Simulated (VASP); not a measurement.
Runs of VASP 6.6.1 on Ni. The structure is that of space group Im-3m (No. 229), or close to it. The cells are those of the table. 

```csv
cell,gap on the mesh (eV),pressure (GPa)
"a = 2.403 Å, angles 109.5°, 1 atom",none,4.0
"a = 2.435 Å, angles 109.5°, 1 atom",none,(a)
"a = 2.387 Å, angles 109.5°, 1 atom",none,8.7
"a = 2.419 Å, angles 109.5°, 1 atom",none,-0.1
```

Alike in all rows: task single point; level PBE; potentials or basis VASP PAW PBE potentials, release 64 (Ni); no spin polarisation; k mesh 55 × 55 × 55; cutoff (eV) 520; smearing fermi-dirac 0.0612256 eV.

Problem. Estimate the missing entries.

Solution. (a) -3.8.

Caveats: the run has no spin polarisation, though such a crystal can be magnetic.

A gap of «none» marks levels without a gap at the run's occupations.
